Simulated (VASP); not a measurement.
Input of a VASP 6.6.1 run:

The input INCAR:

```
SYSTEM = Sc
ALGO = Normal
EDIFF = 1E-7
ENCUT = 520
GGA = PS
ISIF = 2
ISMEAR = -1
LASPH = .True.
LCHARG = .False.
LREAL = .False.
LWAVE = .False.
NBANDS = 18
NELM = 80
PREC = Accurate
SIGMA = 0.15
```

File KPOINTS:

```
k-points
0
Gamma
  15 15 8
  0 0 0
```

POSCAR

```
Sc
1.0
    3.2740463808      0.0000000000      0.0000000000
   -1.6370231904      2.8354073389      0.0000000000
    0.0000000000      0.0000000000      5.1283927753
Sc
2
Direct
    0.3333333333      0.6666666667      0.2500000000
    0.6666666667      0.3333333333      0.7500000000
```

Potentials or basis: VASP PAW PBE potentials, release 64 (Sc_sv).

Run with:

```sh
$ cat potpaw_PBE.64/Sc_sv/POTCAR > POTCAR
$ mpirun -np 1 vasp_std > vasp.out
```

(1) Predict the pressure.

(2) What does it give for the band gap on the k mesh?

Results:

(1) 0.0 GPa.

(2) zero (bands 11 and 12 overlap by 1.51 eV).

Caveat: the PAW data sets were made with another functional, which shifts forces and pressure a little.
